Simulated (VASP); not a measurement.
# Zn7S8 (a cell with a defect) in VASP: a series of runs

Zn7S8 (a cell with a defect) is run at these levels: PBEsol; tasks: single point.

Program: VASP 6.6.1. These are calculated values, not measurements. Logs are shortened: lines on timing, memory, paths and dates and some standing lists are left out, and cuts for length are marked.

### Step 1. The cell of the first run

The cell holds a defect, 15 atoms: a = 7.575 Å, b = 7.575 Å, c = 7.575 Å, α = 60.00°, β = 60.00°, γ = 60.00°.

### Step 2. Single point, PBEsol

INCAR reads:

```
SYSTEM = Zn7S8
PREC = Accurate
ENCUT = 520
EDIFF = 1E-7
ISMEAR = 0
SIGMA = 0.02
LREAL = Auto
LASPH = .TRUE.
NELM = 60
ALGO = Normal
ISIF = 2
LWAVE = .FALSE.
LCHARG = .FALSE.
GGA = PS
NBANDS = 79
NELECT = 134.0
```

KPOINTS reads:

```
Automatic mesh
0
G
  2 2 2
  0 0 0
```

POSCAR reads:

```
Zn7S8
1.0
    0.0000000000      5.3560912044     -5.3560912044
    5.3560912044      5.3560912044      0.0000000000
    5.3560912044      0.0000000000     -5.3560912044
Zn S
7 8
Direct
    0.0120362962     -0.0120362962      0.5120363704
    0.4879635914     -0.0120362962      0.5120363704
    0.4879635914      0.5120363704      0.5120363704
    0.0120363895     -0.0120363895      0.9879635723
    0.0120362962      0.5120363704      0.9879636657
    0.5000000743      0.0000000000      0.9999999618
    0.4879635914      0.5120363704      0.9879636657
    0.1225700749      0.1258099376      0.1258099376
    0.1198033184      0.6198033927      0.1405899323
    0.6258100118      0.1258099376      0.1258099376
    0.6258099185      0.6225700558      0.1258100309
    0.1198033184      0.1405899323      0.6198033927
    0.1198034118      0.6198032993      0.6198032993
    0.6258099185      0.1258100309      0.6225700558
    0.6405901000      0.6198032993      0.6198032993
```

Potentials or basis: VASP PAW PBE potentials, release 64 (Zn, S).

Launch:

```bash
$ cat potpaw_PBE.64/Zn/POTCAR potpaw_PBE.64/S/POTCAR > POTCAR
$ mpirun -np 1 vasp_std > vasp.out
```

OUTCAR:

```text
SYSTEM = Zn7S8
   PREC = Accurate
   ENCUT = 520
   EDIFF = 1E-7
   ISMEAR = 0
   LREAL = Auto
   LASPH = .TRUE.
   NELM = 60
   ISIF = 2
   GGA = PS
   NELECT = 134.0

 ion  position               nearest neighbor table
   1  0.012  0.988  0.512-  12 2.29  13 2.29  14 2.39   8 2.39
   2  0.488  0.988  0.512-  12 2.29  15 2.29  14 2.39  10 2.39
   3  0.488  0.512  0.512-  13 2.29  15 2.29  14 2.39  11 2.39
   4  0.012  0.988  0.988-  12 2.29   9 2.29  10 2.39   8 2.39
   5  0.012  0.512  0.988-   9 2.29  13 2.29  11 2.39   8 2.39
   6  0.500  0.000  1.000-  10 2.33  14 2.33  11 2.33   8 2.33
   7  0.488  0.512  0.988-   9 2.29  15 2.29  11 2.39  10 2.39
   8  0.123  0.126  0.126-   6 2.33   4 2.39   5 2.39   1 2.39
   9  0.120  0.620  0.141-   4 2.29   7 2.29   5 2.29
  10  0.626  0.126  0.126-   6 2.33   4 2.39   2 2.39   7 2.39
  11  0.626  0.623  0.126-   6 2.33   3 2.39   5 2.39   7 2.39
  12  0.120  0.141  0.620-   4 2.29   2 2.29   1 2.29
  13  0.120  0.620  0.620-   3 2.29   5 2.29   1 2.29
  14  0.626  0.126  0.623-   6 2.33   3 2.39   2 2.39   1 2.39
  15  0.641  0.620  0.620-   7 2.29   3 2.29   2 2.29

  LATTYP: Found a face centered cubic cell.
 ALAT       =    10.7121824088

  Lattice vectors:

 A1 = (   0.0000000000,   5.3560912044,  -5.3560912044)
 A2 = (   5.3560912044,   5.3560912044,   0.0000000000)
 A3 = (   5.3560912044,   0.0000000000,  -5.3560912044)

Analysis of symmetry for initial positions (statically):
=====================================================================
 Subroutine PRICEL returns:
 Original cell was already a primitive cell.

 Routine SETGRP: Setting up the symmetry group for a
 face centered cubic supercell.

 Subroutine GETGRP returns: Found 24 space group operations
 (whereof  4 operations were pure point group operations)
 out of a pool of 48 trial point group operations.

The static configuration has the point symmetry C_2v.
 The point group associated with its full space group is T_d .

Analysis of symmetry for dynamics (positions and initial velocities):
=====================================================================
 Subroutine PRICEL returns:
 Original cell was already a primitive cell.

 Routine SETGRP: Setting up the symmetry group for a
[... 122 lines left out ...]
   NELECT =     134.0000    total number of electrons
   NUPDOWN=      -1.0000    fix difference up-down
   EMIN   =  10.00;   EMAX   =-10.00  energy-range for DOS
   EFERMI =   0.00;   METHOD = LEGACY
   ISMEAR =     0;   SIGMA  =   0.02  broadening in eV -4-tet -1-fermi 0-gaus
   EFERMI_NEDOS =   21; number of points for ismear=-14 and -15
   IALGO  =     38    algorithm
   IMIX   =      4    mixing-type and parameters
     AMIX     =   0.40;   BMIX     =  1.00
     AMIX_MAG =   1.60;   BMIX_MAG =  1.00
  volume/ion in A,a.u.               =      20.49       138.25
  Fermi-wavevector in a.u.,A,eV,Ry     =   1.241419  2.345942 20.968234  1.541122
  Thomas-Fermi vector in A             =   2.375818
   LORBIT       =      0    0 simple, 1 ext, 2 COOP (PROOUT), +10 PAW based schemes
   GGA     = PS    functional components
   LHFCALC =     F    Hartree Fock is set to
   AEXX    =    0.0000 exact exchange contribution
   IVDW    =     0    specifies the selected vdW correction
   LEPSILON=     F    determine dielectric tensor
   LRPA    =     F    only Hartree local field effects (RPA)
 non-spin polarized calculation
 Gauss-broadening in eV      SIGMA  =   0.02
  energy-cutoff  :      520.00
  volume of cell :      307.31
 maximum number of plane-waves:      8363
   NGX = 29   NGY = 29   NGZ = 29

 number of electron     133.9999948 magnetization

 Free energy of the ion-electron system (eV)
  ---------------------------------------------------
  ext. energy  EPLUGINS =         0.00000000
  ---------------------------------------------------
  free energy    TOTEN  =       -51.06206493 eV

  energy without entropy =      -51.06206493  energy(sigma->0) =      -51.06206493

 E-fermi :   2.3107     XC(G=0):  -9.7890

 val. band max:        2.1957810723   @ k =   0.0000   0.0000   0.0000
 cond. band min:       4.0811653626   @ k =   0.0000   0.0000   0.0000
 fundamental gap:      1.8853842903
 Fermi energy:         2.3106728380

 k-point     1 :       0.0000    0.0000    0.0000
  band No.  band energies     occupation
      1     -11.2472      2.00000
      2     -10.3259      2.00000
      3     -10.3259      2.00000
      4     -10.3259      2.00000
      5     -10.0194      2.00000
      6      -9.6632      2.00000
[... 235 lines left out ...]
     78       7.9850      0.00000
     79       8.2320      0.00000

------------------------ aborting loop because EDIFF is reached ----------------------------------------

  FORCE on cell =-STRESS in cart. coord.  units (eV):
  Direction    XX          YY          ZZ          XY          YZ          ZX
  --------------------------------------------------------------------------------------
  -------------------------------------------------------------------------------------
  Total       13.2761070     13.2761070     13.2761070      0.0000000      0.0000000      0.0000000
  in kB       69.2161501     69.2161501     69.2161501      0.0000000      0.0000000      0.0000000
  external PRESSURE =      69.2161501 kB  Pullay stress =       0.0000000 kB

 VOLUME and BASIS-vectors are now :
 -----------------------------------------------------------------------------
  energy-cutoff  :      520.00
  volume of cell :      307.31
      direct lattice vectors                 reciprocal lattice vectors
     0.000000000  5.356091204 -5.356091204    -0.093351659  0.093351659 -0.093351659
     5.356091204  5.356091204  0.000000000     0.093351659  0.093351659  0.093351659
     5.356091204  0.000000000 -5.356091204     0.093351659 -0.093351659 -0.093351659

 POSITION                                       TOTAL-FORCE (eV/Angst)
 -----------------------------------------------------------------------------------
      8.03414      5.35609     -2.80698        -0.000000     -0.000000     -0.006261
      8.03414      7.90520     -5.35609        -0.000000     -0.006261     -0.000000
      5.48503      5.35609     -5.35609         0.006261     -0.000000     -0.000000
     10.58325      5.35609     -5.35609        -0.006261     -0.000000     -0.000000
      8.03414      2.80698     -5.35609        -0.000000      0.006261     -0.000000
      5.35609      2.67805     -8.03414        -0.000000     -0.000000     -0.000000
      8.03414      5.35609     -7.90520        -0.000000     -0.000000      0.006261
      1.34770      1.33035     -1.33035        -0.001366      0.001366     -0.001366
      4.07274      3.96140     -1.39469         0.017093     -0.017093     -0.017093
      1.34770      4.02575     -4.02575        -0.001366     -0.001366      0.001366
      4.00839      6.68644     -4.02575         0.001366      0.001366      0.001366
      4.07274      1.39469     -3.96140         0.017093      0.017093      0.017093
      6.63945      3.96140     -3.96140        -0.017093     -0.017093      0.017093
      4.00839      4.02575     -6.68644         0.001366     -0.001366     -0.001366
      6.63945      6.75078     -6.75078        -0.017093      0.017093     -0.017093
 -----------------------------------------------------------------------------------
    total drift:                                0.000079      0.000784      0.000403

  FREE ENERGIE OF THE ION-ELECTRON SYSTEM (eV)
  ---------------------------------------------------
  free  energy   TOTEN  =       -51.0620649281 eV

  energy  without entropy=      -51.0620649281  energy(sigma->0) =      -51.06206493
```

OSZICAR:

```text
N       E                     dE             d eps       ncg     rms          rms(c)
DAV:   1     0.123456098545E+04    0.12346E+04   -0.59728E+04   474   0.199E+03
DAV:   2     0.158883920393E+03   -0.10757E+04   -0.10402E+04   474   0.490E+02
DAV:   3    -0.405716389246E+02   -0.19946E+03   -0.19422E+03   519   0.182E+02
DAV:   4    -0.547824360915E+02   -0.14211E+02   -0.14110E+02   540   0.495E+01
DAV:   5    -0.551195902656E+02   -0.33715E+00   -0.33650E+00   540   0.768E+00    0.194E+01
DAV:   6    -0.509229714230E+02    0.41966E+01   -0.86125E+00   677   0.489E+01    0.153E+01
DAV:   7    -0.511849014222E+02   -0.26193E+00   -0.10661E+01   540   0.941E+00    0.653E+00
DAV:   8    -0.510645819410E+02    0.12032E+00   -0.10982E+00   613   0.927E+00    0.256E+00
DAV:   9    -0.510610151979E+02    0.35667E-02   -0.19059E-01   605   0.533E+00    0.554E-01
DAV:  10    -0.510614202959E+02   -0.40510E-03   -0.17606E-02   606   0.168E+00    0.348E-01
DAV:  11    -0.510618157892E+02   -0.39549E-03   -0.31046E-03   637   0.376E-01    0.177E-01
DAV:  12    -0.510620619981E+02   -0.24621E-03   -0.85283E-04   516   0.199E-01    0.609E-02
DAV:  13    -0.510620603108E+02    0.16873E-05   -0.92381E-05   620   0.161E-01    0.205E-02
DAV:  14    -0.510620645693E+02   -0.42584E-05   -0.26460E-05   637   0.497E-02    0.136E-02
DAV:  15    -0.510620650934E+02   -0.52416E-06   -0.13434E-05   548   0.390E-02    0.472E-03
DAV:  16    -0.510620650743E+02    0.19105E-07   -0.10750E-06   518   0.976E-03    0.215E-03
DAV:  17    -0.510620648919E+02    0.18244E-06   -0.40530E-07   476   0.990E-03    0.132E-03
DAV:  18    -0.510620649281E+02   -0.36171E-07   -0.11625E-07   308   0.136E-03
   1 F= -.51062065E+02 E0= -.51062065E+02  d E =-.196966E-16
```

Run time: 79 s. Hardware: 1 thread of AMD EPYC 9R45 (Zen 5), shared host; peak memory 0.38 GiB.

What came out:

* Free energy: -51.0621 eV
* Largest force: 0.030 eV/Å

Forces in eV/Å, atoms in the order of the input:
```
Zn   0.000  0.000 -0.006
Zn   0.000 -0.006  0.000
Zn   0.006  0.000  0.000
Zn  -0.006  0.000  0.000
Zn   0.000  0.006  0.000
Zn   0.000  0.000  0.000
Zn   0.000  0.000  0.006
S   -0.001  0.001 -0.001
S    0.017 -0.017 -0.017
S   -0.001 -0.001  0.001
S    0.001  0.001  0.001
S    0.017  0.017  0.017
S   -0.017 -0.017  0.017
S    0.001 -0.001 -0.001
S   -0.017  0.017 -0.017
```

Levels at points of the mesh, in eV from the Fermi level:
```tsv
k point	band 65	band 66	band 67	band 68	band 69	band 70
(0.00, 0.00, 0.00)	-0.11	-0.11	-0.11	1.77	2.61	2.61
(0.50, 0.00, 0.00)	-0.89	-0.36	-0.36	2.96	3.18	3.60
(0.50, 0.50, 0.00)	-1.14	-0.63	-0.63	3.87	4.00	4.06
```

Caveat: the k points lie up to 0.51 Å⁻¹ apart; the cell carries a net charge on a neutralising background, which shifts energy and pressure; the cell is charged against a uniform background, so pressure and absolute levels hang on convention; the PAW data sets were made with another functional, which shifts forces and pressure a little.

[end of part 1 of 2]
